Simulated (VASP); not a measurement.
Here is a VASP 6.6.1 calculation.

Contents of INCAR:

```
PREC = Accurate
ENCUT = 520
EDIFF = 1E-6
ISMEAR = 0
SIGMA = 0.1
LREAL = Auto
LASPH = T
NELM = 60
ALGO = Normal
ISIF = 2
LWAVE = F
LCHARG = T
GGA = PE
LELF = T
LVHAR = T
NBANDS = 135
```

The input KPOINTS:

```
regular mesh
0
Gamma
  3 3 1
```

Contents of POSCAR:

```
GeH2W12C12
1.0
    5.7948000000      0.0000000000      0.0000000000
   -2.8974000000      5.0184440000      0.0000000000
    0.0000000000      0.0000000000     19.0742500000
W C Ge H
12 12 1 2
Direct
    0.0000000000      0.0000000000      0.0524267009
    0.0000987637      0.0001115884      0.2015835485
   -0.0016531004     -0.0034452910      0.3519144396
    0.0000000000      0.5000000000      0.0524267009
    0.0005456969      0.5002568525      0.2017366869
    0.0004143170      0.4987799007      0.3534928503
    0.5000000000      0.0000000000      0.0524267009
    0.5000732942      0.0001590134      0.2021640169
    0.5002827460      0.0005537573      0.3557618779
    0.5000000000      0.5000000000      0.0524267009
    0.4997322346      0.5002185937      0.2017075376
    0.4984532556      0.4987812956      0.3534846193
    0.3333333998      0.1666667995      0.1266026187
    0.3340358335      0.1665958612      0.2744257310
    0.3281222111      0.1633711565      0.4182059059
    0.3333333998      0.6666667995      0.1266026187
    0.3337002252      0.6671992355      0.2743027904
    0.3323539359      0.6650392034      0.4130095286
    0.8333333998      0.1666667995      0.1266026187
    0.8326193096      0.1665366795      0.2744226903
    0.8351564541      0.1632424313      0.4182087893
    0.8333333998      0.6666667995      0.1266026187
    0.8334877437      0.6669395932      0.2733904085
    0.8304352198      0.6608952895      0.4112189470
    0.0676646933      0.1348669030      0.4912241897
   -0.0583330497     -0.1181425956      0.5367683657
    0.2025250070      0.4057530581      0.5299503257
```

Potentials or basis: VASP PAW PBE potentials, release 64 (W_sv, C, Ge_d, H).

Run with:

```console
$ cat potpaw_PBE.64/W_sv/POTCAR potpaw_PBE.64/C/POTCAR potpaw_PBE.64/Ge_d/POTCAR potpaw_PBE.64/H/POTCAR > POTCAR
$ mpirun -np 1 vasp_std > vasp.out
```

Estimate the largest force.

0.877 eV/Å.

Estimate the band gap on the k mesh.

zero (bands 116 and 117 overlap by 0.62 eV).

Forces on the atoms (eV/Å):
```
W    0.000  0.014  0.768
W   -0.007  0.000 -0.006
W   -0.011  0.013 -0.037
W   -0.001 -0.010  0.774
W    0.001 -0.005 -0.003
W    0.004 -0.016 -0.038
W    0.000  0.013  0.857
W    0.008  0.000 -0.003
W    0.009  0.026 -0.026
W    0.002 -0.009  0.771
W   -0.001  0.005  0.013
W   -0.012  0.000 -0.037
C    0.024  0.004 -0.838
C   -0.008 -0.005  0.003
C   -0.013 -0.010  0.094
C   -0.001  0.015 -0.847
C   -0.007 -0.006  0.000
C    0.011 -0.007  0.086
C   -0.023  0.006 -0.834
C    0.007  0.000  0.002
C    0.022 -0.007  0.094
C    0.002 -0.034 -0.877
C    0.002  0.006  0.010
C   -0.001 -0.004  0.096
Ge  -0.007  0.016  0.018
H   -0.003  0.025 -0.024
H    0.001 -0.029 -0.017
```

Caveat: the k points lie up to 0.42 Å⁻¹ apart, too coarse for converged energies and pressures of a metal; spin-orbit coupling is left out, which moves the levels of the heavy elements.
